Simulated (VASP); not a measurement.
Crystal: Zr4Ag.

```
CELL_PARAMETERS angstrom
-2.93131 2.93131 2.48935
2.93131 -2.93131 2.48935
2.93131 2.93131 -2.48935
ATOMIC_POSITIONS crystal
Zr 0.28752 0.28752 0.57503
Zr 0.71248 0.71248 0.42497
Zr 0.28752 0.71248 0.00000
Zr 0.71248 0.28752 0.00000
Ag 0.00000 0.00000 0.00000
```

The cell was built from a structure type or drawn by symmetry, and may not be a known phase.

| Quantity | Value |
| --- | --- |
| Program | VASP 6.6.1 |
| Task | relaxation of cell and atoms |
| Functional | PBE |
| Potentials or basis | VASP PAW PBE potentials, release 64 (Zr_sv, Ag) |
| Cutoff | 600 eV |
| k mesh | 4 × 4 × 4 |
| Occupations | gaussian, width 0.2 eV |
| Spin | no spin polarisation |

At the start: pressure 56.8 GPa; volume 17.11 Å³/atom.

How do energy, volume and symmetry change on relaxing?

Over 8 steps the energy falls by 1088.2 meV/atom and the volume is 25.48 Å³/atom (+48.9 %); space group I4/mmm (No. 139, to 0.1 Å) before and after.

Step by step:
| step | energy change (eV) | largest force (eV/Å) | pressure (GPa) | volume (Å³) |
| --- | --- | --- | --- | --- |
| 1 | 0.0000 | 0.6170 | 56.84 | 85.56 |
| 2 | -2.3148 | 0.4499 | -11.64 | 184.26 |
| 3 | -5.2682 | 0.8278 | -0.84 | 127.42 |
| 4 | -5.2713 | 0.8280 | -0.37 | 126.47 |
| 5 | -5.2714 | 0.8279 | 0.11 | 125.55 |
| 6 | -5.3846 | 0.5002 | 0.13 | 125.75 |
| 7 | -5.4220 | 0.1633 | 0.46 | 125.92 |
| 8 | -5.4410 | 0.0012 | -0.23 | 127.42 |

Final structure:
```yaml
crystal:
  lattice:
    - [-3.43972, 3.43972, 2.69231]
    - [3.43972, -3.43972, 2.69231]
    - [3.43972, 3.43972, -2.69231]
  atoms:
    - { symbol: Zr, position: [0.28013, 0.28013, 0.56025] }
    - { symbol: Zr, position: [0.71987, 0.71987, 0.43975] }
    - { symbol: Zr, position: [0.28013, 0.71987, 0.00000] }
    - { symbol: Zr, position: [0.71987, 0.28013, 0.00000] }
    - { symbol: Ag, position: [0.00000, 0.00000, 0.00000] }
```

Caveat: the k points lie up to 0.37 Å⁻¹ apart in the final cell, too coarse for converged energies and pressures of a metal; the volume moved by over 15 % at a fixed basis, so the end points are rough.
